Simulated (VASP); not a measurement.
# Ta in VASP: further runs, part 2 of 3

VASP 6.6.1.

## 3. Single point, PBEsol (strain -0.080 along x and y, -0.080 along z)

Contents of INCAR:

```
PREC     = Accurate       # precision mode
ENCUT    = 520            # plane-wave cutoff, eV
EDIFF    = 1E-6           # SCF threshold, eV
ISMEAR   = 0              # smearing method
SIGMA    = 0.15           # smearing width, eV
LREAL    = False          # projectors in reciprocal space
LASPH    = True           # aspherical terms in the spheres
NELM     = 60             # most SCF steps
ALGO     = Normal         # electronic algorithm
ISIF     = 2              # what is computed and relaxed
LWAVE    = False          # write WAVECAR
LCHARG   = True           # write CHGCAR
GGA      = PS             # functional
LELF     = True           # ELF
LVHAR    = True         
NBANDS   = 12             # bands
```

Contents of KPOINTS:

```
regular mesh
0
Gamma
  20 20 20
```

Contents of POSCAR:

```
Ta
1.0
   -1.5191776000      1.5191776000      1.5191776000
    1.5191776000     -1.5191776000      1.5191776000
    1.5191776000      1.5191776000     -1.5191776000
Ta
1
Direct
    0.0000000000      0.0000000000      0.0000000000
```

Potentials or basis: VASP PAW PBE potentials, release 64 (Ta_pv).

Run with:

```console
> cat potpaw_PBE.64/Ta_pv/POTCAR > POTCAR
> mpirun -np 1 vasp_std > vasp.out
```

OUTCAR:

```text
PREC = Accurate
   ENCUT = 520
   EDIFF = 1E-6
   ISMEAR = 0
   LREAL = False
   LASPH = True
   NELM = 60
   ISIF = 2
   GGA = PS

 ion  position               nearest neighbor table
   1  0.000  0.000  0.000-

  LATTYP: Found a body centered cubic cell.
 ALAT       =     3.0383552000

  Lattice vectors:

 A1 = (  -1.5191776000,   1.5191776000,   1.5191776000)
 A2 = (   1.5191776000,  -1.5191776000,   1.5191776000)
 A3 = (   1.5191776000,   1.5191776000,  -1.5191776000)

Analysis of symmetry for initial positions (statically):
=====================================================================
 Subroutine PRICEL returns:
 Original cell was already a primitive cell.

 Routine SETGRP: Setting up the symmetry group for a
 body centered cubic supercell.

 Subroutine GETGRP returns: Found 48 space group operations
 (whereof 48 operations were pure point group operations)
 out of a pool of 48 trial point group operations.

The static configuration has the point symmetry O_h .

Analysis of symmetry for dynamics (positions and initial velocities):
=====================================================================
 Subroutine PRICEL returns:
 Original cell was already a primitive cell.

 Routine SETGRP: Setting up the symmetry group for a
 body centered cubic supercell.

 Subroutine GETGRP returns: Found 48 space group operations
 (whereof 48 operations were pure point group operations)
 out of a pool of 48 trial point group operations.

The dynamic configuration has the point symmetry O_h .

 Subroutine INISYM returns: Found 48 space group operations
 (whereof 48 operations are pure point group operations),
 and found     1 'primitive' translations

----------------------------------------------------------------------------------------

                                     Primitive cell

[... 113 lines left out ...]
   GGA     = PS    functional components
   LHFCALC =     F    Hartree Fock is set to
   AEXX    =    0.0000 exact exchange contribution
   IVDW    =     0    specifies the selected vdW correction
   LEPSILON=     F    determine dielectric tensor
   LRPA    =     F    only Hartree local field effects (RPA)
 non-spin polarized calculation
 Gauss-broadening in eV      SIGMA  =   0.15
  energy-cutoff  :      520.00
  volume of cell :       14.02
 maximum number of plane-waves:       394
   NGX =  9   NGY =  9   NGZ =  9

 number of electron      10.9999998 magnetization

 Free energy of the ion-electron system (eV)
  ---------------------------------------------------
  ext. energy  EPLUGINS =         0.00000000
  ---------------------------------------------------
  free energy    TOTEN  =       -11.84773481 eV

  energy without entropy =      -11.83668301  energy(sigma->0) =      -11.84220891

 E-fermi :   7.5606     XC(G=0): -14.0638

 val. band max:        7.5580336351   @ k =  -0.3000   0.3500   0.1500
 cond. band min:       7.5792212254   @ k =  -0.4000   0.5000   0.2000
 fundamental gap:      0.0211875903
 Fermi energy:         7.5605987221

 k-point     1 :       0.0000    0.0000    0.0000
  band No.  band energies     occupation
      1     -24.4643      2.00000
      2     -24.4643      2.00000
      3     -24.4643      2.00000
      4      -1.2456      2.00000
      5       8.1535      0.00000
      6       8.1535      0.00000
      7       8.1535      0.00000
      8      12.3885      0.00000
      9      12.3885      0.00000
     10      23.7757      0.00000
     11      23.7757      0.00000
     12      23.7757      0.00000
[... 331 lines left out ...]
 k-point    24 :       0.2500    0.1000   -0.0000
  band No.  band energies     occupation
      1     -26.2498      2.00000
      2     -25.0359      2.00000
      3     -24.5786      2.00000
      4       2.4277      2.00000
      5       5.9521      2.00000
      6       7.0732      2.00000
      7      11.5052      0.00000
      8      13.4009      0.00000
      9      13.9053      0.00000
     10      22.9991      0.00000
     11      24.2276      0.00000
     12      27.2198      0.00000

 [... further k-points ...]

------------------------ aborting loop because EDIFF is reached ----------------------------------------

  FORCE on cell =-STRESS in cart. coord.  units (eV):
  Direction    XX          YY          ZZ          XY          YZ          ZX
  --------------------------------------------------------------------------------------
  -------------------------------------------------------------------------------------
  Total        6.4929674      6.4929674      6.4929674      0.0000000      0.0000000      0.0000000
  in kB      741.7681309    741.7681309    741.7681309      0.0000000      0.0000000      0.0000000
  external PRESSURE =     741.7681309 kB  Pullay stress =       0.0000000 kB

 VOLUME and BASIS-vectors are now :
 -----------------------------------------------------------------------------
  energy-cutoff  :      520.00
  volume of cell :       14.02
      direct lattice vectors                 reciprocal lattice vectors
    -1.519177600  1.519177600  1.519177600     0.000000000  0.329125443  0.329125443
     1.519177600 -1.519177600  1.519177600     0.329125443  0.000000000  0.329125443
     1.519177600  1.519177600 -1.519177600     0.329125443  0.329125443  0.000000000

 POSITION                                       TOTAL-FORCE (eV/Angst)
 -----------------------------------------------------------------------------------
      0.00000      0.00000      0.00000         0.000000      0.000000     -0.000000
 -----------------------------------------------------------------------------------
    total drift:                                0.000000     -0.000000      0.000000

  FREE ENERGIE OF THE ION-ELECTRON SYSTEM (eV)
  ---------------------------------------------------
  free  energy   TOTEN  =       -11.8477348079 eV

  energy  without entropy=      -11.8366830127  energy(sigma->0) =      -11.84220891
```

stdout:

```text
POSCAR found type information on POSCAR Ta
 POSCAR found :  1 types and       1 ions
 scaLAPACK will be used
 -----------------------------------------------------------------------------
|                                                                             |
|                                                                             |
|     You enforced a specific xc type in the INCAR file but a different       |
|     I HOPE YOU KNOW WHAT YOU ARE DOING!                                     |
|                                                                             |
 -----------------------------------------------------------------------------

 LDA part: xc-table for (Slater+PW92), standard interpolation
 POSCAR, INCAR and KPOINTS ok, starting setup
 FFT: planning ... GRIDC
 FFT: planning ... GRID_SOFT
 FFT: planning ... GRID
 WAVECAR not read
 entering main loop
```

It took 37 s on 1 thread of Intel Xeon 8259CL, shared host; peak memory 0.16 GiB.

What came out:

```
Free energy            : -11.8477 eV
Pressure               : 74.2 GPa
Band gap on the k mesh : zero (an odd number of electrons rules out a gap without spin polarisation)
```

Levels at points of the mesh, in eV from the Fermi level:
| k point | band 3 | band 4 | band 5 | band 6 | band 7 | band 8 |
| --- | --- | --- | --- | --- | --- | --- |
| (0.00, 0.00, 0.00) | -32.02 | -8.81 | 0.59 | 0.59 | 0.59 | 4.83 |
| (0.50, 0.00, 0.00) | -32.06 | -5.71 | -2.52 | 3.19 | 4.96 | 6.30 |
| (0.50, 0.50, 0.50) | -33.75 | -5.63 | -5.63 | 9.08 | 9.08 | 9.08 |

Caveat: the cell differs from its parent crystal (strain -0.080 along x and y, -0.080 along z); the cell stands under pressure; the PAW data sets were made with another functional, which shifts forces and pressure a little; spin-orbit coupling is left out, which moves the levels of the heavy elements.

## 4. Single point, PBEsol (strain -0.040 along x and y, -0.040 along z)

Contents of INCAR:

```
SYSTEM = Ta
PREC = Accurate
ENCUT = 520
EDIFF = 1E-6
ISMEAR = 0
SIGMA = 0.15
LREAL = .FALSE.
LASPH = .TRUE.
NELM = 80
ALGO = Normal
ISIF = 2
LWAVE = .FALSE.
LCHARG = .FALSE.
GGA = PS
NBANDS = 12
```

Contents of KPOINTS:

```
regular mesh
0
G
  20 20 20
  0 0 0
```

Contents of POSCAR:

```
Ta
1.0
   -1.5852288000      1.5852288000      1.5852288000
    1.5852288000     -1.5852288000      1.5852288000
    1.5852288000      1.5852288000     -1.5852288000
Ta
1
Direct
    0.0000000000      0.0000000000      0.0000000000
```

Potentials or basis: VASP PAW PBE potentials, release 64 (Ta_pv).

Run with:

```console
> cat potpaw_PBE.64/Ta_pv/POTCAR > POTCAR
> mpirun -np 1 vasp_std > vasp.out
```

OUTCAR:

```text
SYSTEM = Ta
   PREC = Accurate
   ENCUT = 520
   EDIFF = 1E-6
   ISMEAR = 0
   LREAL = .FALSE.
   LASPH = .TRUE.
   NELM = 80
   ISIF = 2
   GGA = PS

 ion  position               nearest neighbor table
   1  0.000  0.000  0.000-

  LATTYP: Found a body centered cubic cell.
 ALAT       =     3.1704576000

  Lattice vectors:

 A1 = (  -1.5852288000,   1.5852288000,   1.5852288000)
 A2 = (   1.5852288000,  -1.5852288000,   1.5852288000)
 A3 = (   1.5852288000,   1.5852288000,  -1.5852288000)

Analysis of symmetry for initial positions (statically):
=====================================================================
 Subroutine PRICEL returns:
 Original cell was already a primitive cell.

 Routine SETGRP: Setting up the symmetry group for a
 body centered cubic supercell.

 Subroutine GETGRP returns: Found 48 space group operations
 (whereof 48 operations were pure point group operations)
 out of a pool of 48 trial point group operations.

The static configuration has the point symmetry O_h .

Analysis of symmetry for dynamics (positions and initial velocities):
=====================================================================
 Subroutine PRICEL returns:
 Original cell was already a primitive cell.

 Routine SETGRP: Setting up the symmetry group for a
 body centered cubic supercell.

 Subroutine GETGRP returns: Found 48 space group operations
 (whereof 48 operations were pure point group operations)
 out of a pool of 48 trial point group operations.

The dynamic configuration has the point symmetry O_h .

 Subroutine INISYM returns: Found 48 space group operations
 (whereof 48 operations are pure point group operations),
 and found     1 'primitive' translations

----------------------------------------------------------------------------------------

                                     Primitive cell

  volume of cell :      15.9344

  direct lattice vectors                    reciprocal lattice vectors
    -1.585228800  1.585228800  1.585228800     0.000000000  0.315411882  0.315411882
     1.585228800 -1.585228800  1.585228800     0.315411882  0.000000000  0.315411882
     1.585228800  1.585228800 -1.585228800     0.315411882  0.315411882  0.000000000

  length of vectors
     2.745696823  2.745696823  2.745696823     0.446059762  0.446059762  0.446059762

  position of ions in fractional coordinates (direct lattice)
     0.000000000  0.000000000  0.000000000

  ion indices of the primitive-cell ions
   primitive index   ion index
                 1           1

----------------------------------------------------------------------------------------

 KPOINTS: regular mesh

Automatic generation of k-mesh.
 Grid dimensions read from file:
 generate k-points for:   20   20   20

 Generating k-lattice:

  Cartesian coordinates                     Fractional coordinates (reciprocal lattice)
     0.000000000  0.015770594  0.015770594     0.050000000  0.000000000  0.000000000
     0.015770594  0.000000000  0.015770594     0.000000000  0.050000000  0.000000000
     0.015770594  0.015770594  0.000000000     0.000000000  0.000000000  0.050000000

  Length of vectors
     0.022302988  0.022302988  0.022302988

  Shift w.r.t. Gamma in fractional coordinates (k-lattice)
     0.000000000  0.000000000  0.000000000

 Subroutine IBZKPT returns following result:
 ===========================================

 Found    256 irreducible k-points:

 Following reciprocal coordinates:
            Coordinates               Weight
  0.000000  0.000000  0.000000      1.000000
  0.050000  0.000000  0.000000     12.000000
  0.100000  0.000000  0.000000     12.000000
  0.150000  0.000000  0.000000     12.000000
  0.200000  0.000000  0.000000     12.000000
  0.250000  0.000000  0.000000     12.000000
[... 16 lines left out ...]
  0.200000  0.100000  0.000000     48.000000
  0.250000  0.100000 -0.000000     48.000000
 [... further k-points ...]
   k-points           NKPTS =    256   k-points in BZ     NKDIM =    256   number of bands    NBANDS=     12
   number of dos      NEDOS =    301   number of ions     NIONS =      1
   total plane-waves  NPLWV =   8000
   dimension x,y,z NGX =    20 NGY =   20 NGZ =   20
   dimension x,y,z NGXF=    40 NGYF=   40 NGZF=   40
   ions per type =               1
   NGX,Y,Z   is equivalent  to a cutoff of  12.11, 12.11, 12.11 a.u.
   NGXF,Y,Z  is equivalent  to a cutoff of  24.22, 24.22, 24.22 a.u.
 SYSTEM =  Ta
   PREC   = accura    normal or accurate (medium, high low for compatibility)
   ISTART =      0    job   : 0-new  1-cont  2-samecut
   ICHARG =      2    charge: 1-file 2-atom 10-const
   ISPIN  =      1    spin polarized calculation?
   LNONCOLLINEAR =      F non collinear calculations
   LSORBIT =      F    spin-orbit coupling
   LASPH  =      T    aspherical Exc in radial PAW
   ENCUT  =  520.0 eV  38.22 Ry    6.18 a.u.   5.11  5.11  5.11*2*pi/ulx,y,z
   NELM   =     80;   NELMIN=  2; NELMDL= -5     # of ELM steps
   EDIFF  = 0.1E-05   stopping-criterion for ELM
   LREAL  =      F    real-space projection
   EDIFFG = 0.1E-04   stopping-criterion for IOM
   NSW    =      0    number of steps for IOM
   IBRION =     -1    ionic relax: 0-MD 1-quasi-New 2-CG
   NFREE  =      0    steps in history (QN), initial steepest desc. (CG)
   ISIF   =      2    stress and relaxation
   ISYM   =      2    0-nonsym 1-usesym 2-fastsym
   POTIM  = 0.5000    time-step for ionic-motion
   TEBEG  =    0.0;   TEEND  =   0.0 temperature during run
   PSTRESS=    0.0 pullay stress
   NELECT =      11.0000    total number of electrons
   NUPDOWN=      -1.0000    fix difference up-down
   EMIN   =  10.00;   EMAX   =-10.00  energy-range for DOS
   EFERMI =   0.00;   METHOD = LEGACY
   ISMEAR =     0;   SIGMA  =   0.15  broadening in eV -4-tet -1-fermi 0-gaus
   EFERMI_NEDOS =   21; number of points for ismear=-14 and -15
   IALGO  =     38    algorithm
   IMIX   =      4    mixing-type and parameters
     AMIX     =   0.40;   BMIX     =  1.00
     AMIX_MAG =   1.60;   BMIX_MAG =  1.00
  volume/ion in A,a.u.               =      15.93       107.53
  Fermi-wavevector in a.u.,A,eV,Ry     =   1.446862  2.734173 28.482567  2.093410
  Thomas-Fermi vector in A             =   2.564882
   LORBIT       =      0    0 simple, 1 ext, 2 COOP (PROOUT), +10 PAW based schemes
   GGA     = PS    functional components
   LHFCALC =     F    Hartree Fock is set to
   AEXX    =    0.0000 exact exchange contribution
   IVDW    =     0    specifies the selected vdW correction
   LEPSILON=     F    determine dielectric tensor
   LRPA    =     F    only Hartree local field effects (RPA)
 non-spin polarized calculation
 Gauss-broadening in eV      SIGMA  =   0.15
  energy-cutoff  :      520.00
  volume of cell :       15.93
 maximum number of plane-waves:       456
   NGX = 11   NGY = 11   NGZ = 11

 number of electron      11.0000000 magnetization

 Free energy of the ion-electron system (eV)
  ---------------------------------------------------
  ext. energy  EPLUGINS =         0.00000000
  ---------------------------------------------------
  free energy    TOTEN  =       -12.42332851 eV

  energy without entropy =      -12.40987351  energy(sigma->0) =      -12.41660101

 E-fermi :   6.3490     XC(G=0): -13.3688

 val. band max:        6.3297033108   @ k =   0.3000   0.1500   0.1000
 cond. band min:       6.3539031033   @ k =  -0.1500   0.2000   0.0500
 fundamental gap:      0.0241997925
 Fermi energy:         6.3490398618

 k-point     1 :       0.0000    0.0000    0.0000
  band No.  band energies     occupation
      1     -26.1741      2.00000
      2     -26.1741      2.00000
      3     -26.1741      2.00000
      4      -2.0273      2.00000
      5       7.0513      0.00000
      6       7.0513      0.00000
      7       7.0513      0.00000
      8      10.7767      0.00000
      9      10.7767      0.00000
     10      21.9770      0.00000
     11      21.9770      0.00000
     12      21.9770      0.00000
[... 331 lines left out ...]
 k-point    24 :       0.2500    0.1000   -0.0000
  band No.  band energies     occupation
      1     -27.3778      2.00000
      2     -26.5641      2.00000
      3     -26.2468      2.00000
      4       1.4389      2.00000
      5       5.1612      2.00000
      6       5.8745      1.99999
      7       9.9811      0.00000
      8      11.5709      0.00000
      9      11.8966      0.00000
     10      21.4048      0.00000
     11      21.8562      0.00000
     12      23.9665      0.00000

 [... further k-points ...]

------------------------ aborting loop because EDIFF is reached ----------------------------------------

  FORCE on cell =-STRESS in cart. coord.  units (eV):
  Direction    XX          YY          ZZ          XY          YZ          ZX
  --------------------------------------------------------------------------------------
  -------------------------------------------------------------------------------------
  Total        2.6441739      2.6441739      2.6441739      0.0000000      0.0000000      0.0000000
  in kB      265.8671862    265.8671862    265.8671862      0.0000000      0.0000000      0.0000000
  external PRESSURE =     265.8671862 kB  Pullay stress =       0.0000000 kB

 VOLUME and BASIS-vectors are now :
 -----------------------------------------------------------------------------
  energy-cutoff  :      520.00
  volume of cell :       15.93
      direct lattice vectors                 reciprocal lattice vectors
    -1.585228800  1.585228800  1.585228800     0.000000000  0.315411882  0.315411882
     1.585228800 -1.585228800  1.585228800     0.315411882  0.000000000  0.315411882
     1.585228800  1.585228800 -1.585228800     0.315411882  0.315411882  0.000000000

 POSITION                                       TOTAL-FORCE (eV/Angst)
 -----------------------------------------------------------------------------------
      0.00000      0.00000      0.00000         0.000000      0.000000     -0.000000
 -----------------------------------------------------------------------------------
    total drift:                                0.000000      0.000000      0.000000

  FREE ENERGIE OF THE ION-ELECTRON SYSTEM (eV)
  ---------------------------------------------------
  free  energy   TOTEN  =       -12.4233285077 eV

  energy  without entropy=      -12.4098735148  energy(sigma->0) =      -12.41660101
```

It took 40 s on 1 thread of Intel Xeon 8259CL, shared host; peak memory 0.16 GiB.

Results:

```yaml
Free_energy: -12.4233 eV
Pressure: 26.6 GPa
Band_gap_on_the_k_mesh: zero (an odd number of electrons rules out a gap without spin polarisation)
```

Caveat: the cell differs from its parent crystal (strain -0.040 along x and y, -0.040 along z); the cell stands under pressure; the PAW data sets were made with another functional, which shifts forces and pressure a little; spin-orbit coupling is left out, which moves the levels of the heavy elements.

(Continued in part 3 of 3.)

The gap in the log of VASP goes by the Fermi energy; the results here count the filled bands.